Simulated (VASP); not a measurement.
BeS:

```xyz
4
Lattice="3.4622 0.0000 0.0000 -1.7311 2.9983 0.0000 0.0000 0.0000 6.9924" Properties=species:S:1:pos:R:3 pbc="T T T"
Be    0.0000    1.9989    1.7481
Be    1.7311    0.9994    5.2443
S     1.7311    0.9994    1.7481
S     0.0000    1.9989    5.2443
```

Base run:

| Quantity | Value |
| --- | --- |
| Program | VASP 6.6.1 |
| Functional | r2SCAN |
| Potentials or basis | VASP PAW PBE potentials, release 64 (Be, S) |
| Cutoff | 520 eV |
| k mesh | 12 × 12 × 4 |
| Occupations | gaussian, width 0.01 eV |
| Spin | no spin polarisation |

Its results: band gap on the k mesh 4.45 eV, indirect (least direct gap 4.66 eV); pressure -0.1 GPa.

Task: The run is repeated on the same cell with these changes: functional from r2SCAN to LDA; potentials or basis from VASP PAW PBE potentials, release 64 (Be, S) to VASP PAW LDA potentials, release 64 (Be, S). What comes out?

Result: Band gap on the k mesh 3.70 eV, indirect (least direct gap 3.92 eV); pressure -2.9 GPa.

Caveats: the PAW data sets were made with another functional, which shifts forces and pressure a little (some runs).

A k mesh can miss the band edges.
